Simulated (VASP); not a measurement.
# C in VASP: notebook

The runs below take C through single point, with PBE+D3(BJ).

Everything below comes from runs of VASP 6.6.1. Logs are shortened: lines on timing, memory, paths and dates and some standing lists are left out, and cuts for length are marked.

### Step 1. The cell of the first run

The cell holds a slab with vacuum, 2 atoms: a = 2.281 Å, b = 2.281 Å, c = 26.002 Å, α = 90.00°, β = 90.00°, γ = 120.00°.

### Step 2. Single point, PBE+D3(BJ)

File INCAR:

```
SYSTEM = C
PREC = Accurate ; ENCUT = 520
EDIFF = 1E-7 ; ISMEAR = 0
SIGMA = 0.1 ; LREAL = .False.
LASPH = .True. ; NELM = 60
ALGO = Normal ; ISIF = 2
LWAVE = .False. ; LCHARG = .True.
LDIPOL = .True. ; IDIPOL = 3
DIPOL = 0.5 0.5 0.500 ; GGA = PE
IVDW = 12 ; LELF = .True.
LVHAR = .True. ; LVACPOTAV = .True.
NBANDS = 11
```

File KPOINTS:

```
regular mesh
0
Gamma
  21 21 1
  0 0 0
```

File POSCAR:

```
C
1.0
    2.2810000000      0.0000000000      0.0000000000
   -1.1405000000      1.9754039460      0.0000000000
    0.0000000000      0.0000000000     26.0024170307
C
2
Direct
    0.6666666667      0.3333333333      0.5082492331
    0.3333333333      0.6666666667      0.4917507669
```

Potentials or basis: VASP PAW PBE potentials, release 64 (C).

The run is started by

```
$ cat potpaw_PBE.64/C/POTCAR > POTCAR
$ mpirun -np 1 vasp_std > vasp.out
```

OUTCAR:

```text
SYSTEM = C
   PREC = Accurate
   ENCUT = 520
   EDIFF = 1E-7
   ISMEAR = 0
   LREAL = .False.
   LASPH = .True.
   NELM = 60
   ISIF = 2
   GGA = PE
   IVDW = 12
 IVDW          = 12

 ion  position               nearest neighbor table
   1  0.667  0.333  0.508-   2 1.39   2 1.39   2 1.39
   2  0.333  0.667  0.492-   1 1.39   1 1.39   1 1.39

  LATTYP: Found a hexagonal cell.
 ALAT       =     2.2810000000
 C/A-ratio  =    11.3995690621

  Lattice vectors:

 A1 = (   2.2810000000,   0.0000000000,   0.0000000000)
 A2 = (  -1.1405000000,   1.9754039460,   0.0000000000)
 A3 = (   0.0000000000,   0.0000000000,  26.0024170307)

Analysis of symmetry for initial positions (statically):
=====================================================================
 Subroutine PRICEL returns:
 Original cell was already a primitive cell.

 Routine SETGRP: Setting up the symmetry group for a
 hexagonal supercell.

 Subroutine GETGRP returns: Found 12 space group operations
 (whereof 12 operations were pure point group operations)
 out of a pool of 24 trial point group operations.

The static configuration has the point symmetry D_3d.

Analysis of symmetry for dynamics (positions and initial velocities):
=====================================================================
 Subroutine PRICEL returns:
 Original cell was already a primitive cell.

 Routine SETGRP: Setting up the symmetry group for a
 hexagonal supercell.

 Subroutine GETGRP returns: Found 12 space group operations
 (whereof 12 operations were pure point group operations)
 out of a pool of 24 trial point group operations.

The dynamic configuration has the point symmetry D_3d.

 Subroutine INISYM returns: Found 12 space group operations
 (whereof 12 operations are pure point group operations),
 and found     1 'primitive' translations

----------------------------------------------------------------------------------------

                                     Primitive cell

  volume of cell :     117.1642

  direct lattice vectors                    reciprocal lattice vectors
     2.281000000  0.000000000  0.000000000     0.438404209  0.253112788  0.000000000
    -1.140500000  1.975403946  0.000000000     0.000000000  0.506225576  0.000000000
     0.000000000  0.000000000 26.002417031     0.000000000  0.000000000  0.038457963

  length of vectors
     2.281000000  2.281000000 26.002417031     0.506225576  0.506225576  0.038457963

  position of ions in fractional coordinates (direct lattice)
     0.666666667  0.333333333  0.508249233
     0.333333333  0.666666667  0.491750767

  ion indices of the primitive-cell ions
   primitive index   ion index
                 1           1
                 2           2

----------------------------------------------------------------------------------------

 KPOINTS: regular mesh

Automatic generation of k-mesh.
 Grid dimensions read from file:
 generate k-points for:   21   21    1

 Generating k-lattice:

  Cartesian coordinates                     Fractional coordinates (reciprocal lattice)
     0.020876391  0.012052990  0.000000000     0.047619048  0.000000000  0.000000000
     0.000000000  0.024105980  0.000000000     0.000000000  0.047619048  0.000000000
     0.000000000  0.000000000  0.038457963     0.000000000  0.000000000  1.000000000

  Length of vectors
     0.024105980  0.024105980  0.038457963

  Shift w.r.t. Gamma in fractional coordinates (k-lattice)
     0.000000000  0.000000000  0.000000000

 Subroutine IBZKPT returns following result:
 ===========================================

 Found     48 irreducible k-points:

 Following reciprocal coordinates:
            Coordinates               Weight
  0.000000  0.000000  0.000000      1.000000
  0.047619  0.000000  0.000000      6.000000
  0.095238 -0.000000  0.000000      6.000000
  0.142857  0.000000  0.000000      6.000000
  0.190476 -0.000000  0.000000      6.000000
  0.238095 -0.000000  0.000000      6.000000
[... 16 lines left out ...]
  0.142857  0.095238  0.000000     12.000000
  0.190476  0.095238  0.000000     12.000000
 [... further k-points ...]
   k-points           NKPTS =     48   k-points in BZ     NKDIM =     48   number of bands    NBANDS=     11
   number of dos      NEDOS =    301   number of ions     NIONS =      2
   total plane-waves  NPLWV =  63504
   dimension x,y,z NGX =    18 NGY =   18 NGZ =  196
   dimension x,y,z NGXF=    36 NGYF=   36 NGZF=  392
   ions per type =               2
   NGX,Y,Z   is equivalent  to a cutoff of  13.12, 13.12, 12.53 a.u.
   NGXF,Y,Z  is equivalent  to a cutoff of  26.24, 26.24, 25.06 a.u.
 SYSTEM =  C
   PREC   = accura    normal or accurate (medium, high low for compatibility)
   ISTART =      0    job   : 0-new  1-cont  2-samecut
   ICHARG =      2    charge: 1-file 2-atom 10-const
   ISPIN  =      1    spin polarized calculation?
   LNONCOLLINEAR =      F non collinear calculations
   LSORBIT =      F    spin-orbit coupling
   LASPH  =      T    aspherical Exc in radial PAW
   ENCUT  =  520.0 eV  38.22 Ry    6.18 a.u.   4.24  4.24 48.35*2*pi/ulx,y,z
   NELM   =     60;   NELMIN=  2; NELMDL= -5     # of ELM steps
   EDIFF  = 0.1E-06   stopping-criterion for ELM
   LREAL  =      F    real-space projection
   EDIFFG = 0.1E-05   stopping-criterion for IOM
   NSW    =      0    number of steps for IOM
   IBRION =     -1    ionic relax: 0-MD 1-quasi-New 2-CG
   NFREE  =      0    steps in history (QN), initial steepest desc. (CG)
   ISIF   =      2    stress and relaxation
   ISYM   =      2    0-nonsym 1-usesym 2-fastsym
   POTIM  = 0.5000    time-step for ionic-motion
   TEBEG  =    0.0;   TEEND  =   0.0 temperature during run
   PSTRESS=    0.0 pullay stress
   NELECT =       8.0000    total number of electrons
   NUPDOWN=      -1.0000    fix difference up-down
   EMIN   =  10.00;   EMAX   =-10.00  energy-range for DOS
   EFERMI =   0.00;   METHOD = LEGACY
   ISMEAR =     0;   SIGMA  =   0.10  broadening in eV -4-tet -1-fermi 0-gaus
   EFERMI_NEDOS =   21; number of points for ismear=-14 and -15
   IALGO  =     38    algorithm
   IMIX   =      4    mixing-type and parameters
     AMIX     =   0.40;   BMIX     =  1.00
     AMIX_MAG =   1.60;   BMIX_MAG =  1.00
  volume/ion in A,a.u.               =      58.58       395.33
  Fermi-wavevector in a.u.,A,eV,Ry     =   0.669124  1.264461  6.091692  0.447727
  Thomas-Fermi vector in A             =   1.744244
   LORBIT       =      0    0 simple, 1 ext, 2 COOP (PROOUT), +10 PAW based schemes
   GGA     = PE    functional components
   LHFCALC =     F    Hartree Fock is set to
   AEXX    =    0.0000 exact exchange contribution
   IVDW    =    12    specifies the selected vdW correction
   LEPSILON=     F    determine dielectric tensor
   LRPA    =     F    only Hartree local field effects (RPA)
 non-spin polarized calculation
 Gauss-broadening in eV      SIGMA  =   0.10
  energy-cutoff  :      520.00
  volume of cell :      117.16
 maximum number of plane-waves:      3211
 NGX is ok and might be reduce to    18
   NGX =  9   NGY =  9   NGZ = 97

 number of electron       7.9999998 magnetization

 dipolmoment           0.000000      0.000000     -0.000000 electrons x Angstroem

 Free energy of the ion-electron system (eV)
  ---------------------------------------------------
  ext. energy  EPLUGINS =         0.00000000
  ---------------------------------------------------
  free energy    TOTEN  =       -16.06759595 eV

  energy without entropy =      -16.06708421  energy(sigma->0) =      -16.06734008

 E-fermi :  -2.5780     XC(G=0):  -1.7959

 val. band max:       -2.5779830957   @ k =   0.3333   0.3333   0.0000
 cond. band min:      -2.5779830927   @ k =   0.3333   0.3333   0.0000
 fundamental gap:      0.0000000030
 Fermi energy:        -2.5779830950

 k-point     1 :       0.0000    0.0000    0.0000
  band No.  band energies     occupation
      1     -23.2796      2.00000
      2     -11.2019      2.00000
      3      -3.2710      2.00000
      4      -3.2710      2.00000
      5      -1.0959      0.00000
      6       1.0339      0.00000
      7       1.2895      0.00000
      8       1.7889      0.00000
      9       1.8394      0.00000
     10       2.9427      0.00000
     11       2.9844      0.00000

 k-point     2 :       0.0476    0.0000    0.0000
  band No.  band energies     occupation
      1     -23.2162      2.00000
      2     -11.1318      2.00000
      3      -3.5477      2.00000
      4      -3.4250      2.00000
      5      -1.0280      0.00000
      6       1.1213      0.00000
      7       1.3764      0.00000
      8       1.8762      0.00000
      9       1.9230      0.00000
     10       3.0226      0.00000
     11       3.0717      0.00000

 k-point     3 :       0.0952   -0.0000    0.0000
  band No.  band energies     occupation
      1     -23.0261      2.00000
      2     -10.9235      2.00000
      3      -4.3160      2.00000
      4      -3.8407      2.00000
      5      -0.8280      0.00000
      6       1.3823      0.00000
      7       1.6368      0.00000
      8       2.1378      0.00000
      9       2.1729      0.00000
     10       3.2601      0.00000
     11       3.3328      0.00000

 k-point     4 :       0.1429    0.0000    0.0000
  band No.  band energies     occupation
      1     -22.7097      2.00000
      2     -10.5844      2.00000
      3      -5.4353      2.00000
      4      -4.4167      2.00000
      5      -0.5095      0.00000
      6       1.8153      0.00000
      7       2.0702      0.00000
      8       2.5730      0.00000
      9       2.5853      0.00000
     10       3.6480      0.00000
     11       3.7665      0.00000

 k-point     5 :       0.1905   -0.0000    0.0000
  band No.  band energies     occupation
      1     -22.2680      2.00000
      2     -10.1402      2.00000
      3      -6.7469      2.00000
      4      -5.0539      2.00000
      5      -0.1045      0.00000
      6       2.4191      0.00000
      7       2.6746      0.00000
      8       3.1490      0.00000
      9       3.1816      0.00000
     10       4.1676      0.00000
     11       4.3721      0.00000
[... 211 lines left out ...]
 k-point    21 :       0.4762    0.0476    0.0000
  band No.  band energies     occupation
      1     -16.7395      2.00000
      2     -16.0912      2.00000
      3      -7.7398      2.00000
      4      -4.8643      2.00000
      5      -1.6898      0.00000
      6       7.9557      0.00000
      7       8.3595      0.00000
      8       9.4805      0.00000
      9      10.5962      0.00000
     10      10.6080      0.00000
     11      11.0107      0.00000

 k-point    22 :       0.0952    0.0952    0.0000
  band No.  band energies     occupation
      1     -22.5203      2.00000
      2     -10.3862      2.00000
      3      -5.8075      2.00000
      4      -4.9898      2.00000
      5      -0.3279      0.00000
      6       2.0751      0.00000
      7       2.3297      0.00000
      8       2.8298      0.00000
      9       2.8342      0.00000
     10       3.8761      0.00000
     11       4.0269      0.00000

 k-point    23 :       0.1429    0.0952    0.0000
  band No.  band energies     occupation
      1     -22.0791      2.00000
      2      -9.9572      2.00000
      3      -6.8838      2.00000
      4      -5.7648      2.00000
      5       0.0554      0.00000
      6       2.6787      0.00000
      7       2.9325      0.00000
      8       3.3866      0.00000
      9       3.4424      0.00000
     10       4.3858      0.00000
     11       4.6324      0.00000

 k-point    24 :       0.1905    0.0952    0.0000
  band No.  band energies     occupation
      1     -21.5140      2.00000
      2      -9.6043      2.00000
      3      -7.9599      2.00000
      4      -6.4678      2.00000
      5       0.4382      0.00000
      6       3.4512      0.00000
      7       3.6942      0.00000
      8       4.0602      0.00000
      9       4.2234      0.00000
     10       4.9929      0.00000
     11       5.4085      0.00000

 [... further k-points ...]

------------------------ aborting loop because EDIFF is reached ----------------------------------------

 vacuum level on the upper side and lower side of the slab       (xc-potential included)        -0.114        -0.114

 Edisp (eV)   -0.16023

 E8    (eV) :    -0.0501

  FORCE on cell =-STRESS in cart. coord.  units (eV):
  Direction    XX          YY          ZZ          XY          YZ          ZX
  --------------------------------------------------------------------------------------
  -------------------------------------------------------------------------------------
  Total      10.77652    10.77652    -3.07681     0.00000     0.00000    -0.00000
  in kB     147.36490   147.36490   -42.07426     0.00000     0.00000    -0.00000
  external pressure =       84.22 kB  Pullay stress =        0.00 kB

 VOLUME and BASIS-vectors are now :
 -----------------------------------------------------------------------------
  energy-cutoff  :      520.00
  volume of cell :      117.16
      direct lattice vectors                 reciprocal lattice vectors
     2.281000000  0.000000000  0.000000000     0.438404209  0.253112788  0.000000000
    -1.140500000  1.975403946  0.000000000     0.000000000  0.506225576  0.000000000
     0.000000000  0.000000000 26.002417031     0.000000000  0.000000000  0.038457963

 POSITION                                       TOTAL-FORCE (eV/Angst)
 -----------------------------------------------------------------------------------
      1.14050      0.65847     13.21571         0.000000      0.000000     -7.139653
     -0.00000      1.31694     12.78671        -0.000000     -0.000000      7.139653
 -----------------------------------------------------------------------------------
    total drift:                                0.000000      0.000000      0.000000

  FREE ENERGIE OF THE ION-ELECTRON SYSTEM (eV)
  ---------------------------------------------------
  free  energy   TOTEN  =       -16.2278256023 eV

  energy  without entropy=      -16.2273138657  energy(sigma->0) =      -16.22756973

 vacuum level on the upper side and lower side of the slab         1.265         1.265
```

It took 2.4 min on 1 thread of AMD EPYC 7R13 (Zen 3), shared host; peak memory 0.22 GiB.

What came out:

| Item | Value |
| --- | --- |
| Free energy | -16.2278 eV |
| Largest force | 7.140 eV/Å |
| Band gap on the k mesh | zero (filled and empty bands touch) |
| Dispersion energy per atom | -0.080 eV |
| Work function of the upper face | 3.84 eV |
| Work function of the lower face | 3.84 eV |

Forces on the atoms (eV/Å):
```
C    0.000  0.000 -7.140
C    0.000  0.000  7.140
```

### Step 3. Single point, PBE+D3(BJ)

File INCAR:

```
  ALGO = Normal
  DIPOL = 0.5 0.5 0.500
  EDIFF = 1E-6
  ENCUT = 520
  GGA = PE
  IDIPOL = 3
  ISIF = 2
  ISMEAR = 0
  IVDW = 12
  LASPH = True
  LCHARG = False
  LDIPOL = True
  LREAL = False
  LWAVE = False
  NBANDS = 11
  NELM = 60
  PREC = Accurate
  SIGMA = 0.1
```

File KPOINTS:

```
k-points
0
Gamma
  21 21 1
```

File POSCAR:

```
C
1.0
    2.2810000000      0.0000000000      0.0000000000
   -1.1405000000      1.9754039460      0.0000000000
    0.0000000000      0.0000000000     26.0024170307
C
2
Direct
    0.6666666667      0.3333333333      0.5137294929
    0.3333333333      0.6666666667      0.4862705071
```

Potentials or basis: VASP PAW PBE potentials, release 64 (C).

The run is started by

```
$ cat potpaw_PBE.64/C/POTCAR > POTCAR
$ mpirun -np 1 vasp_std > vasp.out
```

It took 2.9 min on 1 thread of AMD EPYC 7R13 (Zen 3), shared host; peak memory 0.22 GiB.

The run converged. Its results:

```
Free energy                : -13.6538 eV
Largest force              : 9.038 eV/Å
Band gap on the k mesh     : zero (band 4 reaches -2.09 eV, above the bottom of band 5 at -3.87 eV)
Dispersion energy per atom : -0.080 eV
```

Forces on the atoms (eV/Å):
```
C    0.000  0.000 -9.038
C    0.000  0.000  9.038
```

Levels at points of the mesh, in eV from the Fermi level:
| k point | band 1 | band 2 | band 3 | band 4 | band 5 | band 6 | band 7 | band 8 | band 9 |
| --- | --- | --- | --- | --- | --- | --- | --- | --- | --- |
| (0.00, 0.00, 0.00) | -20.06 | -8.42 | -0.44 | 1.40 | 1.40 | 4.36 | 4.73 | 5.11 | 5.36 |

### Step 4. Single point, PBE+D3(BJ)

File INCAR:

```
PREC = Accurate ; ENCUT = 520
EDIFF = 1E-7 ; ISMEAR = 0
SIGMA = 0.1 ; LREAL = False
LASPH = True ; NELM = 80
ALGO = Normal ; ISIF = 2
LWAVE = False ; LCHARG = False
LDIPOL = True ; IDIPOL = 3
DIPOL = 0.5 0.5 0.500 ; GGA = PE
IVDW = 12 ; NBANDS = 11
```

File KPOINTS:

```
Automatic mesh
0
Gamma
  21 21 1
```

File POSCAR:

```
C
1.0
    2.2810000000      0.0000000000      0.0000000000
   -1.1405000000      1.9754039460      0.0000000000
    0.0000000000      0.0000000000     26.0024170307
C
2
Direct
    0.6666666667      0.3333333333      0.5192289817
    0.3333333333      0.6666666667      0.4807710183
```

The run is started by

```
$ cat potpaw_PBE.64/C/POTCAR > POTCAR
$ mpirun -np 1 vasp_std > vasp.out
```

Wall time 2.8 min (1 thread of AMD EPYC 7R13 (Zen 3), shared host); peak memory 0.22 GiB.

Results (log left out):

| Property | Result |
| --- | --- |
| Free energy | -11.5078 eV |
| Largest force | 5.485 eV/Å |
| Band gap on the k mesh | zero (band 4 reaches -1.42 eV, above the bottom of band 5 at -5.68 eV) |
| Dispersion energy per atom | -0.081 eV |

Forces on the atoms (eV/Å):
```
C    0.000  0.000 -5.485
C    0.000  0.000  5.485
```

Levels at points of the mesh, in eV from the Fermi level:
```csv
k point,band 2,band 3,band 4,band 5,band 6,band 7
"(0.00, 0.00, 0.00)",-8.31,-1.72,3.49,3.49,5.90,6.25
```

### Step 5. Single point, PBE+D3(BJ)

This run uses another cell than the first one, of 61.02 Å³/atom, 1.042 times its volume.

File INCAR:

```
SYSTEM = C
ALGO     = Normal         ! electronic algorithm
DIPOL    = 0.5 0.5 0.500
EDIFF    = 1E-7           ! SCF threshold, eV
ENCUT    = 520            ! plane-wave cutoff, eV
GGA      = PE             ! functional
IDIPOL   = 3            
ISIF     = 2              ! what is computed and relaxed
ISMEAR   = 0              ! smearing method
IVDW     = 12             ! dispersion correction
LASPH    = .TRUE.         ! aspherical terms in the spheres
LCHARG   = .TRUE.         ! write CHGCAR
LDIPOL   = .TRUE.       
LELF     = .TRUE.         ! ELF
LREAL    = .FALSE.        ! projectors in reciprocal space
LVACPOTAV= .TRUE.       
LVHAR    = .TRUE.       
LWAVE    = .FALSE.        ! write WAVECAR
NBANDS   = 11             ! bands
NELM     = 100            ! most SCF steps
PREC     = Accurate       ! precision mode
SIGMA    = 0.1            ! smearing width, eV
```

File KPOINTS:

```
k-points
0
G
  21 21 1
  0 0 0
```

File POSCAR:

```
C
1.0
    2.3280000000      0.0000000000      0.0000000000
   -1.1640000000      2.0161071400      0.0000000000
    0.0000000000      0.0000000000     26.0024170307
C
2
Direct
    0.6666666667      0.3333333333      0.5054994888
    0.3333333333      0.6666666667      0.4945005112
```

The run is started by

```
$ cat potpaw_PBE.64/C/POTCAR > POTCAR
$ mpirun -np 1 vasp_std > vasp.out
```

Run time: 2.1 min. Hardware: 1 thread of AMD EPYC 7R13 (Zen 3), shared host; peak memory 0.22 GiB.

Results (log left out):

| Quantity | Value |
| --- | --- |
| Free energy | -17.4606 eV |
| Largest force | 4.643 eV/Å |
| Band gap on the k mesh | zero (filled and empty bands touch) |
| Dispersion energy per atom | -0.082 eV |
| Work function of the upper face | 3.90 eV |
| Work function of the lower face | 3.90 eV |

Forces in eV/Å, atoms in the order of the input:
```
C    0.000  0.000 -4.643
C    0.000  0.000  4.643
```

Levels at points of the mesh, in eV from the Fermi level:
```
           k point  band 2  band 3  band 4  band 5  band 6  band 7
(0.00, 0.00, 0.00)   -8.49   -1.96   -1.96    2.35    3.68    3.94
```

(Continued in part 2 of 2.)
